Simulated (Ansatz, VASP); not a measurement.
# CdSe: VASP beside Ansatz

Contents of INCAR:

```
PREC     = Accurate       # precision mode
ENCUT    = 500            # plane-wave cutoff, eV
EDIFF    = 1E-6           # SCF threshold, eV
ISMEAR   = -1             # smearing method
SIGMA    = 0.02           # smearing width, eV
LREAL    = F              # projectors in reciprocal space
LASPH    = T              # aspherical terms in the spheres
NELM     = 200            # most SCF steps
ALGO     = Normal         # electronic algorithm
ISIF     = 2              # what is computed and relaxed
LWAVE    = F              # write WAVECAR
LCHARG   = F              # write CHGCAR
ISPIN    = 2              # spin polarisation
MAGMOM   = 0 0            # initial moments
LORBIT   = 11             # projections on sites
GGA      = PS             # functional
NBANDS   = 20             # bands
GGA_COMPAT= F
```

File KPOINTS:

```
Automatic mesh
0
Gamma
  6 6 6
```

POSCAR

```
CdSe
1.0
    0.0000000000      2.8429458735      2.8429458735
    2.8429458735      0.0000000000      2.8429458735
    2.8429458735      2.8429458735      0.0000000000
Cd Se
1 1
Direct
    0.0000000000      0.0000000000      0.0000000000
    0.5000000000      0.5000000000      0.5000000000
```

Input for Ansatz:

```yaml
crystal:
  lattice:
    - [0.0, 2.8429458735, 2.8429458735]
    - [2.8429458735, 0.0, 2.8429458735]
    - [2.8429458735, 2.8429458735, 0.0]
  atoms:
    - { symbol: Cd, position: [0.0, 0.0, 0.0] }
    - { symbol: Se, position: [0.5, 0.5, 0.5] }
kpoints:
  mp_grid: { grid: [6, 6, 6] }
hamiltonian:
  xc: pbesol
scf:
  occupations: { method: fermi_dirac, width: 0.02 }
  n_extra_bands: 4
  max_iter: 87
output:
  forces: true
  stress: true
  eigenvalues: true
magnetization:
  spin_polarized: true
  initial_magnetization: 2.0
```

Alike in both runs: task single point; functional PBEsol; k mesh 6 × 6 × 6; occupations fermi-dirac, width 0.02 eV; collinear spin.

|  | VASP | Ansatz |
| --- | --- | --- |
| version | VASP 6.6.1 | Ansatz 0.2.0 |
| potentials or method | VASP PAW PBE potentials, release 64 (Cd, Se) | plane waves |
| plane-wave cutoff (eV) | 500 | 420 |
| valence electrons in the cell | 18 | 36 |

|  | VASP | Ansatz | Ansatz less VASP |
| --- | --- | --- | --- |
| gap on the k mesh at the Fermi level (eV) | none | none | - |
| pressure (GPa) | -1.6 | -2.0 | -0.40 |
| net moment per atom (μB) | 0.00 | 0.00 | 0.000 |

VASP's potentials were made for PBE, not for PBEsol. A gap of «none» marks a metal or a gap that the smearing closes. With one functional, cell and mesh, what is left measures potentials, basis and numerics. VASP's potentials hold 18 valence electrons a cell and Ansatz's 36, so a difference there can come from the potentials and not from the codes. Ansatz's warnings: moment headroom below auto, seeded moment not kept.
